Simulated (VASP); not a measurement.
# In2O3 (R-3c) in VASP: notebook

In2O3 is run at these levels: PBE; tasks: single point.

All numbers are computed with VASP 6.6.1; they aren't measurements. Logs are shortened: lines on timing, memory, paths and dates and some standing lists are left out, and cuts for length are marked.

## 1. The cell of the first run

Symmetry: R-3c, No. 167, trigonal system. Conventional cell: a = 5.595 Å, b = 5.595 Å, c = 14.795 Å, α = 90.00°, β = 90.00°, γ = 120.00°. Within 2.9 Å of In (site symmetry 3) lie 6 O at 2.16 to 2.29 Å. O (site symmetry 2) has 4 In at 2.16 to 2.29 Å and 4 O at 2.87 to 2.99 Å within 3.0 Å.

## 2. Single point, PBE (13.37 Å³/atom)

File INCAR:

```
SYSTEM = In2O3
PREC = Accurate
ENCUT = 520
EDIFF = 1E-6
ISMEAR = -1
SIGMA = 0.02
LREAL = .FALSE.
LASPH = .TRUE.
NELM = 80
ALGO = Normal
ISIF = 2
LWAVE = .FALSE.
LCHARG = .TRUE.
GGA = PE
LELF = .TRUE.
LVHAR = .TRUE.
NBANDS = 55
```

File KPOINTS:

```
Automatic mesh
0
G
  7 7 7
  0 0 0
```

File POSCAR:

```
In2O3
1.0
    2.7973077783      1.6150263988      4.9315273512
   -2.7973077783      1.6150263988      4.9315273512
    0.0000000000     -3.2300527976      4.9315273512
In O
4 6
Direct
    0.3570558527      0.3570558527      0.3570558527
    0.1429441473      0.1429441473      0.1429441473
    0.6429441473      0.6429441473      0.6429441473
    0.8570558527      0.8570558527      0.8570558527
    0.5464491465      0.9535508535      0.2500000000
    0.2500000000      0.5464491465      0.9535508535
    0.9535508535      0.2500000000      0.5464491465
    0.4535508535      0.0464491465      0.7500000000
    0.7500000000      0.4535508535      0.0464491465
    0.0464491465      0.7500000000      0.4535508535
```

Potentials or basis: VASP PAW PBE potentials, release 64 (In_d, O).

Run with:

```sh
> cat potpaw_PBE.64/In_d/POTCAR potpaw_PBE.64/O/POTCAR > POTCAR
> mpirun -np 1 vasp_std > vasp.out
```

OUTCAR:

```text
SYSTEM = In2O3
   PREC = Accurate
   ENCUT = 520
   EDIFF = 1E-6
   ISMEAR = -1
   LREAL = .FALSE.
   LASPH = .TRUE.
   NELM = 80
   ISIF = 2
   GGA = PE

 ion  position               nearest neighbor table
   1  0.357  0.357  0.357-   9 2.16   8 2.16  10 2.16   7 2.29   6 2.29   5 2.29   2 3.17   3 3.31
                             3 3.31   3 3.31   2 3.68   2 3.68   2 3.68
   2  0.143  0.143  0.143-  10 2.16   8 2.16   9 2.16   7 2.29   6 2.29   5 2.29   1 3.17   4 3.31
                             4 3.31   4 3.31   1 3.68   1 3.68   1 3.68
   3  0.643  0.643  0.643-   6 2.16   5 2.16   7 2.16   9 2.29  10 2.29   8 2.29   4 3.17   1 3.31
                             1 3.31   1 3.31   4 3.68   4 3.68   4 3.68
   4  0.857  0.857  0.857-   7 2.16   5 2.16   6 2.16   9 2.29  10 2.29   8 2.29   3 3.17   2 3.31
                             2 3.31   2 3.31   3 3.68   3 3.68   3 3.68
   5  0.546  0.954  0.250-   3 2.16   4 2.16   1 2.29   2 2.29
   6  0.250  0.546  0.954-   3 2.16   4 2.16   1 2.29   2 2.29
   7  0.954  0.250  0.546-   4 2.16   3 2.16   1 2.29   2 2.29
   8  0.454  0.046  0.750-   1 2.16   2 2.16   3 2.29   4 2.29
   9  0.750  0.454  0.046-   1 2.16   2 2.16   3 2.29   4 2.29
  10  0.046  0.750  0.454-   2 2.16   1 2.16   3 2.29   4 2.29

  LATTYP: Found a trigonal (rhomboedric) cell.
 ALAT       =     5.8951847376
 COS(alpha) =     0.5496857780

  Lattice vectors:

 A1 = (   2.7973077783,   1.6150263988,   4.9315273512)
 A2 = (  -2.7973077783,   1.6150263988,   4.9315273512)
 A3 = (   0.0000000000,  -3.2300527976,   4.9315273512)

Analysis of symmetry for initial positions (statically):
=====================================================================
 Subroutine PRICEL returns:
 Original cell was already a primitive cell.

 Routine SETGRP: Setting up the symmetry group for a
 trigonal (rhombohedral) supercell.

 Subroutine GETGRP returns: Found 12 space group operations
 (whereof  6 operations were pure point group operations)
 out of a pool of 12 trial point group operations.

The static configuration has the point symmetry S_6 .
 The point group associated with its full space group is D_3d.

Analysis of symmetry for dynamics (positions and initial velocities):
=====================================================================
 Subroutine PRICEL returns:
 Original cell was already a primitive cell.

 Routine SETGRP: Setting up the symmetry group for a
 trigonal (rhombohedral) supercell.

 Subroutine GETGRP returns: Found 12 space group operations
 (whereof  6 operations were pure point group operations)
 out of a pool of 12 trial point group operations.

The dynamic configuration has the point symmetry S_6 .
 The point group associated with its full space group is D_3d.

 Subroutine INISYM returns: Found 12 space group operations
 (whereof  6 operations are pure point group operations),
 and found     1 'primitive' translations

----------------------------------------------------------------------------------------

                                     Primitive cell

  volume of cell :     133.6757

  direct lattice vectors                    reciprocal lattice vectors
     2.797307778  1.615026399  4.931527351     0.178743292  0.103197488  0.067592312
    -2.797307778  1.615026399  4.931527351    -0.178743292  0.103197488  0.067592312
     0.000000000 -3.230052798  4.931527351     0.000000000 -0.206394975  0.067592312

  length of vectors
     5.895184738  5.895184738  5.895184738     0.217181045  0.217181045  0.217181045

  position of ions in fractional coordinates (direct lattice)
     0.357055853  0.357055853  0.357055853
     0.142944147  0.142944147  0.142944147
     0.642944147  0.642944147  0.642944147
     0.857055853  0.857055853  0.857055853
     0.546449147  0.953550853  0.250000000
     0.250000000  0.546449147  0.953550853
     0.953550853  0.250000000  0.546449147
     0.453550853  0.046449147  0.750000000
     0.750000000  0.453550853  0.046449147
     0.046449147  0.750000000  0.453550853

  ion indices of the primitive-cell ions
   primitive index   ion index
                 1           1
                 2           2
                 3           3
                 4           4
                 5           5
                 6           6
                 7           7
                 8           8
                 9           9
                10          10

----------------------------------------------------------------------------------------

 KPOINTS: Automatic mesh

Automatic generation of k-mesh.
 Grid dimensions read from file:
 generate k-points for:    7    7    7

 Generating k-lattice:

  Cartesian coordinates                     Fractional coordinates (reciprocal lattice)
     0.025534756  0.014742498  0.009656045     0.142857143  0.000000000  0.000000000
    -0.025534756  0.014742498  0.009656045     0.000000000  0.142857143  0.000000000
     0.000000000 -0.029484996  0.009656045     0.000000000  0.000000000  0.142857143

  Length of vectors
     0.031025864  0.031025864  0.031025864

  Shift w.r.t. Gamma in fractional coordinates (k-lattice)
     0.000000000  0.000000000  0.000000000

 Subroutine IBZKPT returns following result:
 ===========================================

 Found     44 irreducible k-points:

 Following reciprocal coordinates:
            Coordinates               Weight
  0.000000  0.000000  0.000000      1.000000
  0.142857  0.000000  0.000000      6.000000
  0.285714  0.000000  0.000000      6.000000
  0.428571  0.000000  0.000000      6.000000
  0.142857  0.142857  0.000000      6.000000
  0.285714  0.142857  0.000000     12.000000
[... 16 lines left out ...]
  0.285714  0.285714  0.142857      6.000000
  0.428571  0.285714  0.142857     12.000000
 [... further k-points ...]
   k-points           NKPTS =     44   k-points in BZ     NKDIM =     44   number of bands    NBANDS=     55
   number of dos      NEDOS =    301   number of ions     NIONS =     10
   total plane-waves  NPLWV = 110592
   dimension x,y,z NGX =    48 NGY =   48 NGZ =   48
   dimension x,y,z NGXF=    96 NGYF=   96 NGZF=   96
   ions per type =               4   6
   NGX,Y,Z   is equivalent  to a cutoff of  13.54, 13.54, 13.54 a.u.
   NGXF,Y,Z  is equivalent  to a cutoff of  27.07, 27.07, 27.07 a.u.
 SYSTEM =  In2O3
   PREC   = accura    normal or accurate (medium, high low for compatibility)
   ISTART =      0    job   : 0-new  1-cont  2-samecut
   ICHARG =      2    charge: 1-file 2-atom 10-const
   ISPIN  =      1    spin polarized calculation?
   LNONCOLLINEAR =      F non collinear calculations
   LSORBIT =      F    spin-orbit coupling
   LASPH  =      T    aspherical Exc in radial PAW
   ENCUT  =  520.0 eV  38.22 Ry    6.18 a.u.  10.96 10.96 10.96*2*pi/ulx,y,z
   NELM   =     80;   NELMIN=  2; NELMDL= -5     # of ELM steps
   EDIFF  = 0.1E-05   stopping-criterion for ELM
   LREAL  =      F    real-space projection
   EDIFFG = 0.1E-04   stopping-criterion for IOM
   NSW    =      0    number of steps for IOM
   IBRION =     -1    ionic relax: 0-MD 1-quasi-New 2-CG
   NFREE  =      0    steps in history (QN), initial steepest desc. (CG)
   ISIF   =      2    stress and relaxation
   ISYM   =      2    0-nonsym 1-usesym 2-fastsym
   POTIM  = 0.5000    time-step for ionic-motion
   TEBEG  =    0.0;   TEEND  =   0.0 temperature during run
   PSTRESS=    0.0 pullay stress
   NELECT =      88.0000    total number of electrons
   NUPDOWN=      -1.0000    fix difference up-down
   EMIN   =  10.00;   EMAX   =-10.00  energy-range for DOS
   EFERMI =   0.00;   METHOD = LEGACY
   ISMEAR =    -1;   SIGMA  =   0.02  broadening in eV -4-tet -1-fermi 0-gaus
   EFERMI_NEDOS =   21; number of points for ismear=-14 and -15
   IALGO  =     38    algorithm
   IMIX   =      4    mixing-type and parameters
     AMIX     =   0.40;   BMIX     =  1.00
     AMIX_MAG =   1.60;   BMIX_MAG =  1.00
  volume/ion in A,a.u.               =      13.37        90.21
  Fermi-wavevector in a.u.,A,eV,Ry     =   1.424136  2.691227 27.594846  2.028164
  Thomas-Fermi vector in A             =   2.544659
   LORBIT       =      0    0 simple, 1 ext, 2 COOP (PROOUT), +10 PAW based schemes
   GGA     = PE    functional components
   LHFCALC =     F    Hartree Fock is set to
   AEXX    =    0.0000 exact exchange contribution
   IVDW    =     0    specifies the selected vdW correction
   LEPSILON=     F    determine dielectric tensor
   LRPA    =     F    only Hartree local field effects (RPA)
 non-spin polarized calculation
  energy-cutoff  :      520.00
  volume of cell :      133.68
 maximum number of plane-waves:      3630
 NGX is ok and might be reduce to    48
   NGX = 21   NGY = 21   NGZ = 21

 number of electron      88.0000003 magnetization

 Free energy of the ion-electron system (eV)
  ---------------------------------------------------
  ext. energy  EPLUGINS =         0.00000000
  ---------------------------------------------------
  free energy    TOTEN  =       -55.47468593 eV

  energy without entropy =      -55.47468593  energy(sigma->0) =      -55.47468593

 E-fermi :   5.4552     XC(G=0): -10.9262

 val. band max:        4.9559422951   @ k =   0.2857   0.0000   0.0000
 cond. band min:       5.8538389879   @ k =   0.0000   0.0000   0.0000
 fundamental gap:      0.8978966928
 Fermi energy:         5.4552486001

 k-point     1 :       0.0000    0.0000    0.0000
  band No.  band energies     occupation
      1     -12.3346      2.00000
      2     -11.5490      2.00000
      3     -11.5490      2.00000
      4     -11.3570      2.00000
      5     -11.3570      2.00000
      6     -11.2768      2.00000
[... 47 lines left out ...]
     54      14.5410      0.00000
[... 1333 lines left out ...]
     54      15.1149      0.00000
     55      15.6068      0.00000

 [... further k-points ...]

------------------------ aborting loop because EDIFF is reached ----------------------------------------

  FORCE on cell =-STRESS in cart. coord.  units (eV):
  Direction    XX          YY          ZZ          XY          YZ          ZX
  --------------------------------------------------------------------------------------
  -------------------------------------------------------------------------------------
  Total       -0.9465640     -0.9465640     -0.6793716      0.0000000      0.0000000      0.0000000
  in kB      -11.3450906    -11.3450906     -8.1426428      0.0000000      0.0000000      0.0000000
  external PRESSURE =     -10.2776080 kB  Pullay stress =       0.0000000 kB

 VOLUME and BASIS-vectors are now :
 -----------------------------------------------------------------------------
  energy-cutoff  :      520.00
  volume of cell :      133.68
      direct lattice vectors                 reciprocal lattice vectors
     2.797307778  1.615026399  4.931527351     0.178743292  0.103197488  0.067592312
    -2.797307778  1.615026399  4.931527351    -0.178743292  0.103197488  0.067592312
     0.000000000 -3.230052798  4.931527351     0.000000000 -0.206394975  0.067592312

 POSITION                                       TOTAL-FORCE (eV/Angst)
 -----------------------------------------------------------------------------------
      0.00000      0.00000      5.28249        -0.000000      0.000000      0.005167
      0.00000      0.00000      2.11480        -0.000000      0.000000     -0.005167
      0.00000      0.00000      9.51209        -0.000000      0.000000     -0.005167
      0.00000      0.00000     12.67978        -0.000000      0.000000      0.005167
     -1.13879      1.61503      8.63017         0.006045      0.000000     -0.000000
     -0.82926     -1.79373      8.63017        -0.003022      0.005235     -0.000000
      1.96805      0.17871      8.63017        -0.003022     -0.005235     -0.000000
      1.13879     -1.61503      6.16441        -0.006045      0.000000     -0.000000
      0.82926      1.79373      6.16441         0.003022     -0.005235     -0.000000
     -1.96805     -0.17871      6.16441         0.003022      0.005235     -0.000000
 -----------------------------------------------------------------------------------
    total drift:                               -0.000000      0.000000     -0.000000

  FREE ENERGIE OF THE ION-ELECTRON SYSTEM (eV)
  ---------------------------------------------------
  free  energy   TOTEN  =       -55.4746859262 eV

  energy  without entropy=      -55.4746859261  energy(sigma->0) =      -55.47468593
```

Wall time 7.3 min (1 thread of Intel Xeon Platinum 8259CL at 2.50GHz (Skylake/Cascade Lake), shared host); peak memory 0.45 GiB.

Results:

```yaml
Free_energy: -55.4747 eV
Pressure: -1.0 GPa
Largest_force: 0.006 eV/Å
Band_gap_on_the_k_mesh: 0.90 eV (least direct gap 0.98 eV)
```

Forces on the atoms (eV/Å):
```
In   0.000  0.000  0.005
In   0.000  0.000 -0.005
In   0.000  0.000 -0.005
In   0.000  0.000  0.005
O    0.006  0.000  0.000
O   -0.003  0.005  0.000
O   -0.003 -0.005  0.000
O   -0.006  0.000  0.000
O    0.003 -0.005  0.000
O    0.003  0.005  0.000
```

Levels at points of the mesh, in eV from the valence-band top:
```csv
k point,band 42,band 43,band 44,band 45,band 46,band 47
"(0.00, 0.00, 0.00)",-0.24,-0.09,-0.09,0.90,5.26,5.76
```

Caveat: spin-orbit coupling is left out, which moves the levels of the heavy elements; an odd mesh through Γ misses points on the zone boundary, where band edges can lie.

## 3. Single point, PBE (z stretched by +3 %, then relaxed in part)

File INCAR:

```
SYSTEM = In2O3
PREC = Accurate
ENCUT = 520
EDIFF = 1E-6
ISMEAR = -1
SIGMA = 0.02
LREAL = .FALSE.
LASPH = .TRUE.
NELM = 100
ALGO = Normal
ISIF = 2
LWAVE = .FALSE.
LCHARG = .FALSE.
GGA = PE
NBANDS = 55
```

File KPOINTS:

```
regular mesh
0
G
  7 7 7
  0 0 0
```

File POSCAR:

```
In2O3
1.0
    2.7435000000      1.5839604635      4.9817666667
   -2.7435000000      1.5839604635      4.9817666667
    0.0000000000     -3.1679209270      4.9817666667
In O
4 6
Direct
    0.3561278645      0.3561278645      0.3561278645
    0.1438721355      0.1438721355      0.1438721355
    0.6438721355      0.6438721355      0.6438721355
    0.8561278645      0.8561278645      0.8561278645
    0.5467711019      0.9532288981      0.2500000000
    0.2500000000      0.5467711019      0.9532288981
    0.9532288981      0.2500000000      0.5467711019
    0.4532288981      0.0467711019      0.7500000000
    0.7500000000      0.4532288981      0.0467711019
    0.0467711019      0.7500000000      0.4532288981
```

Potentials or basis: VASP PAW PBE potentials, release 64 (In_d, O).

Run with:

```sh
> cat potpaw_PBE.64/In_d/POTCAR potpaw_PBE.64/O/POTCAR > POTCAR
> mpirun -np 1 vasp_std > vasp.out
```

It took 6.6 min on 1 thread of Intel Xeon Platinum 8259CL at 2.50GHz (Skylake/Cascade Lake), shared host; peak memory 0.44 GiB.

The run converged. Its results:

```
Free energy            : -55.4012 eV
Pressure               : 4.1 GPa
Largest force          : 0.015 eV/Å
Band gap on the k mesh : 1.11 eV (least direct gap 1.12 eV)
```

Forces on the atoms (eV/Å):
```
In   0.000  0.000 -0.015
In   0.000  0.000  0.015
In   0.000  0.000  0.015
In   0.000  0.000 -0.015
O   -0.013  0.000  0.000
O    0.006 -0.011  0.000
O    0.006  0.011  0.000
O    0.013  0.000  0.000
O   -0.006  0.011  0.000
O   -0.006 -0.011  0.000
```

Stress tensor (GPa, compression positive):
```
5.66 0.00 0.00
0.00 5.66 0.00
0.00 0.00 1.10
```

Levels at points of the mesh, in eV from the valence-band top:
```csv
k point,band 40,band 41,band 42,band 43,band 44,band 45,band 46,band 47,band 48,band 49
"(0.00, 0.00, 0.00)",-0.41,-0.26,-0.26,-0.01,-0.01,1.11,5.50,6.01,7.30,8.79
```

Caveat: the cell differs from its parent crystal (z stretched by +3 %, then relaxed in part); the cell stands under pressure; spin-orbit coupling is left out, which moves the levels of the heavy elements; an odd mesh through Γ misses points on the zone boundary, where band edges can lie.
